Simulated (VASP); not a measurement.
# Sc3Al: relaxation of shape and atoms at fixed volume with PBEsol

Sc3Al:

```
CELL_PARAMETERS angstrom
5.98746 0.00000 0.00000
-2.99373 5.18529 0.00000
0.00000 0.00000 4.75297
ATOMIC_POSITIONS crystal
Sc 0.82778 0.17222 0.75000
Sc 0.34444 0.17222 0.75000
Sc 0.82778 0.65556 0.75000
Sc 0.17222 0.82778 0.25000
Sc 0.65556 0.82778 0.25000
Sc 0.17222 0.34444 0.25000
Al 0.66667 0.33333 0.25000
Al 0.33333 0.66667 0.75000
```

```json
{"Program": "VASP 6.6.1", "Task": "relaxation of shape and atoms at fixed volume", "Functional": "PBEsol", "Potentials or basis": "VASP PAW PBE potentials, release 64 (Sc_sv, Al)", "Cutoff": "500 eV", "k mesh": "6 × 6 × 8", "Occupations": "gaussian, width 0.1 eV", "Spin": "no spin polarisation", "Dipole correction": "no", "Further INCAR settings": "ALGO = Normal; EDIFF = 1e-07; IBRION = 2; EDIFFG = -0.01; NSW = 50; ISIF = 4"}
```

```json
{
 "Energy gained by relaxing": "0.0 meV/atom",
 "Ionic steps": "2",
 "Pressure after relaxing": "11.0 GPa",
 "Band gap on the k mesh": "zero (bands 36 and 37 overlap by 0.76 eV)"
}
```

The path:
```
step  energy change (eV)  largest force (eV/Å)  pressure (GPa)  volume (Å³)
   1              0.0000                0.0085           11.02       147.56
   2             -0.0001                0.0003           11.01       147.56
```

Final structure:
```xyz
8
Lattice="5.9897 0.0000 0.0000 -2.9949 5.1873 0.0000 0.0000 0.0000 4.7494" Properties=species:S:1:pos:R:3 pbc="T T T"
Sc    4.4428    0.8931    3.5620
Sc    1.5470    0.8931    3.5620
Sc    2.9949    3.4010    3.5620
Sc   -1.4479    4.2941    1.1873
Sc    1.4479    4.2941    1.1873
Sc    0.0000    1.7863    1.1873
Al    2.9949    1.7291    1.1873
Al    0.0000    3.4582    3.5620
```

Levels at points of the mesh, in eV from the Fermi level:
```
           k point  band 35  band 36  band 37  band 38  band 39  band 40
(0.00, 0.00, 0.00)    -0.73    -0.35    -0.35    -0.29     0.14     0.41
(0.50, 0.00, 0.00)    -0.36    -0.23    -0.13     0.18     0.20     1.08
(0.00, 0.00, 0.50)    -0.32    -0.32    -0.17    -0.17     0.46     0.46
(0.50, 0.00, 0.50)     0.28     0.28     0.53     0.53     0.63     0.63
```

Run time: 6.2 min on 1 thread of Oxide Virtual Turin-like Processor, with other jobs on the host, peak memory 0.34 GiB.

Caveat: the PAW data sets were made with another functional, which shifts forces and pressure a little.
